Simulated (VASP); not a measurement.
# NbTe (P-6m2) in VASP: notebook

NbTe is run at these levels: PBE; tasks: single point.

All numbers are computed with VASP 6.6.1; they aren't measurements. Logs are shortened: lines on timing, memory, paths and dates and some standing lists are left out, and cuts for length are marked.

### Step 1. The cell of the first run

Symmetry: P-6m2, No. 187, hexagonal system. The conventional cell has a = 3.764 Å, b = 3.764 Å, c = 3.755 Å, α = 90.00°, β = 90.00°, γ = 120.00°. Within 3.8 Å of Nb (site symmetry -6m2) lie 6 Te at 2.87 Å and 8 Nb at 3.75 to 3.76 Å. Within 3.8 Å of Te (site symmetry -6m2) lie 6 Nb at 2.87 Å and 8 Te at 3.75 to 3.76 Å.

### Step 2. Single point, PBE

Contents of INCAR:

```
SYSTEM = NbTe
PREC = Accurate
ENCUT = 520
EDIFF = 1E-6
ISMEAR = -1
SIGMA = 0.15
LREAL = .FALSE.
LASPH = .TRUE.
NELM = 60
ALGO = Normal
ISIF = 2
LWAVE = .FALSE.
LCHARG = .FALSE.
GGA = PE
NBANDS = 16
```

Contents of KPOINTS:

```
Automatic mesh
0
G
  9 9 8
  0 0 0
```

Contents of POSCAR:

```
NbTe
1.0
    3.7636892830      0.0000000000      0.0000000000
   -1.8818446415      3.2594509848      0.0000000000
    0.0000000000      0.0000000000      3.7547826017
Nb Te
1 1
Direct
    0.0000000000      0.0000000000      0.5000000000
    0.6666666667      0.3333333333      0.0000000000
```

Potentials or basis: VASP PAW PBE potentials, release 64 (Nb_sv, Te).

Command:

```bash
$ cat potpaw_PBE.64/Nb_sv/POTCAR potpaw_PBE.64/Te/POTCAR > POTCAR
$ mpirun -np 1 vasp_std > vasp.out
```

OUTCAR:

```text
SYSTEM = NbTe
   PREC = Accurate
   ENCUT = 520
   EDIFF = 1E-6
   ISMEAR = -1
   LREAL = .FALSE.
   LASPH = .TRUE.
   NELM = 60
   ISIF = 2
   GGA = PE

 ion  position               nearest neighbor table
   1  0.000  0.000  0.500-   2 2.87   2 2.87   2 2.87   2 2.87   2 2.87   2 2.87
   2  0.667  0.333  0.000-   1 2.87   1 2.87   1 2.87   1 2.87   1 2.87   1 2.87

  LATTYP: Found a hexagonal cell.
 ALAT       =     3.7636892830
 C/A-ratio  =     0.9976335238

  Lattice vectors:

 A1 = (   3.7636892830,   0.0000000000,   0.0000000000)
 A2 = (  -1.8818446415,   3.2594509848,   0.0000000000)
 A3 = (   0.0000000000,   0.0000000000,   3.7547826017)

Analysis of symmetry for initial positions (statically):
=====================================================================
 Subroutine PRICEL returns:
 Original cell was already a primitive cell.

 Routine SETGRP: Setting up the symmetry group for a
 hexagonal supercell.

 Subroutine GETGRP returns: Found 12 space group operations
 (whereof 12 operations were pure point group operations)
 out of a pool of 24 trial point group operations.

The static configuration has the point symmetry D_3h.

Analysis of symmetry for dynamics (positions and initial velocities):
=====================================================================
 Subroutine PRICEL returns:
 Original cell was already a primitive cell.

 Routine SETGRP: Setting up the symmetry group for a
 hexagonal supercell.

 Subroutine GETGRP returns: Found 12 space group operations
 (whereof 12 operations were pure point group operations)
 out of a pool of 24 trial point group operations.

The dynamic configuration has the point symmetry D_3h.

 Subroutine INISYM returns: Found 12 space group operations
 (whereof 12 operations are pure point group operations),
 and found     1 'primitive' translations

----------------------------------------------------------------------------------------

                                     Primitive cell

  volume of cell :      46.0620

  direct lattice vectors                    reciprocal lattice vectors
     3.763689283  0.000000000  0.000000000     0.265696747  0.153400067  0.000000000
    -1.881844642  3.259450985  0.000000000     0.000000000  0.306800134  0.000000000
     0.000000000  0.000000000  3.754782602     0.000000000  0.000000000  0.266327004

  length of vectors
     3.763689283  3.763689676  3.754782602     0.306800166  0.306800134  0.266327004

[... 79 lines left out ...]
   NELM   =     60;   NELMIN=  2; NELMDL= -5     # of ELM steps
   EDIFF  = 0.1E-05   stopping-criterion for ELM
   LREAL  =      F    real-space projection
   EDIFFG = 0.1E-04   stopping-criterion for IOM
   NSW    =      0    number of steps for IOM
   IBRION =     -1    ionic relax: 0-MD 1-quasi-New 2-CG
   NFREE  =      0    steps in history (QN), initial steepest desc. (CG)
   ISIF   =      2    stress and relaxation
   ISYM   =      2    0-nonsym 1-usesym 2-fastsym
   POTIM  = 0.5000    time-step for ionic-motion
   TEBEG  =    0.0;   TEEND  =   0.0 temperature during run
   PSTRESS=    0.0 pullay stress
   NELECT =      19.0000    total number of electrons
   NUPDOWN=      -1.0000    fix difference up-down
   EMIN   =  10.00;   EMAX   =-10.00  energy-range for DOS
   EFERMI =   0.00;   METHOD = LEGACY
   ISMEAR =    -1;   SIGMA  =   0.15  broadening in eV -4-tet -1-fermi 0-gaus
   EFERMI_NEDOS =   21; number of points for ismear=-14 and -15
   IALGO  =     38    algorithm
   IMIX   =      4    mixing-type and parameters
     AMIX     =   0.40;   BMIX     =  1.00
     AMIX_MAG =   1.60;   BMIX_MAG =  1.00
  volume/ion in A,a.u.               =      23.03       155.42
  Fermi-wavevector in a.u.,A,eV,Ry     =   1.218648  2.302911 20.206060  1.485103
  Thomas-Fermi vector in A             =   2.353927
   LORBIT       =      0    0 simple, 1 ext, 2 COOP (PROOUT), +10 PAW based schemes
   GGA     = PE    functional components
   LHFCALC =     F    Hartree Fock is set to
   AEXX    =    0.0000 exact exchange contribution
   IVDW    =     0    specifies the selected vdW correction
   LEPSILON=     F    determine dielectric tensor
   LRPA    =     F    only Hartree local field effects (RPA)
 non-spin polarized calculation
  energy-cutoff  :      520.00
  volume of cell :       46.06
 maximum number of plane-waves:      1254
 NGX is ok and might be reduce to    28
   NGX = 13   NGY = 13   NGZ = 13

 number of electron      19.0000002 magnetization

 Free energy of the ion-electron system (eV)
  ---------------------------------------------------
  ext. energy  EPLUGINS =         0.00000000
  ---------------------------------------------------
  free energy    TOTEN  =       -13.64210678 eV

  energy without entropy =      -13.52345089  energy(sigma->0) =      -13.58277884

 E-fermi :  10.3211     XC(G=0): -11.0426

 val. band max:       10.3198473461   @ k =   0.1111   0.1111   0.0000
 cond. band min:      10.3251848930   @ k =   0.2222  -0.0000   0.0000
 fundamental gap:      0.0053375470
 Fermi energy:        10.3211151933

 k-point     1 :       0.0000    0.0000    0.0000
  band No.  band energies     occupation
      1     -45.3275      2.00000
      2     -21.4957      2.00000
      3     -21.3205      2.00000
      4     -21.3205      2.00000
      5      -3.5968      2.00000
      6       7.3144      2.00000
[... 433 lines left out ...]
      3     -21.4005      2.00000
      4     -21.3852      2.00000
      5      -1.8256      2.00000
      6       4.3055      2.00000
[... 8 lines left out ...]
     15      17.2663      0.00000
     16      17.4177      0.00000

 [... further k-points ...]

------------------------ aborting loop because EDIFF is reached ----------------------------------------

  FORCE on cell =-STRESS in cart. coord.  units (eV):
  Direction    XX          YY          ZZ          XY          YZ          ZX
  --------------------------------------------------------------------------------------
  -------------------------------------------------------------------------------------
  Total       -1.5122519     -1.5122524     -1.7983292      0.0000000     -0.0000000      0.0000000
  in kB      -52.6007239    -52.6007386    -62.5513625      0.0000000     -0.0000000      0.0000000
  external PRESSURE =     -55.9176084 kB  Pullay stress =       0.0000000 kB

 VOLUME and BASIS-vectors are now :
 -----------------------------------------------------------------------------
  energy-cutoff  :      520.00
  volume of cell :       46.06
      direct lattice vectors                 reciprocal lattice vectors
     3.763689283  0.000000000  0.000000000     0.265696747  0.153400067  0.000000000
    -1.881844642  3.259450985  0.000000000     0.000000000  0.306800134  0.000000000
     0.000000000  0.000000000  3.754782602     0.000000000  0.000000000  0.266327004

 POSITION                                       TOTAL-FORCE (eV/Angst)
 -----------------------------------------------------------------------------------
      0.00000      0.00000      1.87739         0.000000      0.000000      0.000000
      1.88184      1.08648      0.00000        -0.000000      0.000000      0.000000
 -----------------------------------------------------------------------------------
    total drift:                               -0.000000     -0.000006      0.000000

  FREE ENERGIE OF THE ION-ELECTRON SYSTEM (eV)
  ---------------------------------------------------
  free  energy   TOTEN  =       -13.6421067779 eV

  energy  without entropy=      -13.5234508949  energy(sigma->0) =      -13.58277884
```

Run time: 35 s. Hardware: 1 thread of Intel Xeon 6975P-C, shared host; peak memory 0.19 GiB.

Results:

```yaml
Free_energy: -13.6421 eV
Pressure: -5.6 GPa
```

Levels at points of the mesh, in eV from the Fermi level:
| k point | band 8 | band 9 | band 10 | band 11 | band 12 | band 13 |
| --- | --- | --- | --- | --- | --- | --- |
| (0.00, 0.00, 0.00) | -2.76 | -2.32 | 0.14 | 0.14 | 2.27 | 2.27 |
| (0.00, 0.00, 0.50) | -2.51 | -0.88 | -0.88 | 0.62 | 1.57 | 1.57 |

Caveat: spin-orbit coupling is left out, which moves the levels of the heavy elements.

### Step 3. Single point, PBE

This run uses another cell than the first one, of 23.58 Å³/atom, 1.024 times its volume.

Contents of INCAR:

```
ALGO = Normal
EDIFF = 1E-6
ENCUT = 520
GGA = PE
ISIF = 2
ISMEAR = -1
LASPH = T
LCHARG = T
LELF = T
LREAL = F
LVHAR = T
LWAVE = F
NBANDS = 16
NELM = 60
PREC = Accurate
SIGMA = 0.15
```

Contents of KPOINTS:

```
k-points
0
Gamma
  9 9 8
```

Contents of POSCAR:

```
NbTe
1.0
    3.7933258519      0.0000000000      0.0000000000
   -1.8966629259      3.2851170099      0.0000000000
    0.0000000000      0.0000000000      3.7843490364
Nb Te
1 1
Direct
    0.0000000000      0.0000000000      0.5000000000
    0.6666666667      0.3333333333      0.0000000000
```

Potentials or basis: VASP PAW PBE potentials, release 64 (Nb_sv, Te).

Command:

```bash
$ cat potpaw_PBE.64/Nb_sv/POTCAR potpaw_PBE.64/Te/POTCAR > POTCAR
$ mpirun -np 1 vasp_std > vasp.out
```

It took 38 s on 1 thread of Intel Xeon 6975P-C, shared host; peak memory 0.19 GiB.

It converged, with:

| Item | Value |
| --- | --- |
| Free energy | -13.5969 eV |
| Pressure | -7.6 GPa |

Stress tensor (GPa, compression positive):
```
-7.12  0.00  0.00
 0.00 -7.12  0.00
 0.00  0.00 -8.68
```

Levels at points of the mesh, in eV from the Fermi level:
```csv
k point,band 5,band 6,band 7,band 8,band 9,band 10,band 11,band 12,band 13,band 14
"(0.00, 0.00, 0.00)",-13.77,-2.95,-2.95,-2.67,-2.31,0.13,0.13,2.19,2.19,2.39
"(0.00, 0.00, 0.50)",-12.63,-7.11,-2.47,-2.47,-0.84,-0.84,0.60,1.53,1.53,4.95
```

Caveat: spin-orbit coupling is left out, which moves the levels of the heavy elements.

### Step 4. Single point, PBE

This run uses another cell than the first one, of 24.13 Å³/atom, 1.048 times its volume.

Contents of INCAR:

```
ALGO     = Normal         # electronic algorithm
EDIFF    = 1E-6           # SCF threshold, eV
ENCUT    = 520            # plane-wave cutoff, eV
GGA      = PE             # functional
ISIF     = 2              # what is computed and relaxed
ISMEAR   = -1             # smearing method
LASPH    = T              # aspherical terms in the spheres
LCHARG   = F              # write CHGCAR
LREAL    = F              # projectors in reciprocal space
LWAVE    = F              # write WAVECAR
NBANDS   = 16             # bands
NELM     = 100            # most SCF steps
PREC     = Accurate       # precision mode
SIGMA    = 0.15           # smearing width, eV
```

KPOINTS is that of step 3.

Contents of POSCAR:

```
NbTe
1.0
    3.8225064283      0.0000000000      0.0000000000
   -1.9112532141      3.3103881339      0.0000000000
    0.0000000000      0.0000000000      3.8134605576
Nb Te
1 1
Direct
    0.0000000000      0.0000000000      0.5000000000
    0.6666666667      0.3333333333      0.0000000000
```

Command:

```bash
$ cat potpaw_PBE.64/Nb_sv/POTCAR potpaw_PBE.64/Te/POTCAR > POTCAR
$ mpirun -np 1 vasp_std > vasp.out
```

It took 35 s on 1 thread of Intel Xeon 6975P-C, shared host; peak memory 0.19 GiB.

It converged, with:

- Free energy: -13.5386 eV
- Pressure: -9.4 GPa

Stress tensor (GPa, compression positive):
```
 -8.73   0.00   0.00
  0.00  -8.73   0.00
  0.00   0.00 -10.78
```

Levels at points of the mesh, in eV from the Fermi level:
```csv
k point,band 7,band 8,band 9,band 10,band 11,band 12
"(0.00, 0.00, 0.00)",-2.89,-2.57,-2.30,0.13,0.13,2.11
"(0.00, 0.00, 0.50)",-2.43,-2.43,-0.81,-0.81,0.57,1.49
```

Caveat: spin-orbit coupling is left out, which moves the levels of the heavy elements.

### Step 5. Summary

| cell | gap on the mesh (eV) | pressure (GPa) |
| --- | --- | --- |
| a = 3.764, b = 3.764, c = 3.755 Å, angles 90.0, 90.0, 120.0°, 2 atoms | none | -5.6 |
| a = 3.793, b = 3.793, c = 3.784 Å, angles 90.0, 90.0, 120.0°, 2 atoms | none | -7.6 |
| a = 3.823, b = 3.823, c = 3.813 Å, angles 90.0, 90.0, 120.0°, 2 atoms | none | -9.4 |

Alike in all rows: task single point; level PBE; potentials or basis VASP PAW PBE potentials, release 64 (Nb_sv, Te); no spin polarisation; k mesh 9 × 9 × 8; cutoff (eV) 520; smearing fermi-dirac 0.15 eV.

Caveats: spin-orbit coupling is left out, which moves the levels of the heavy elements.

Absolute energies hang on the potentials; compare differences alone.
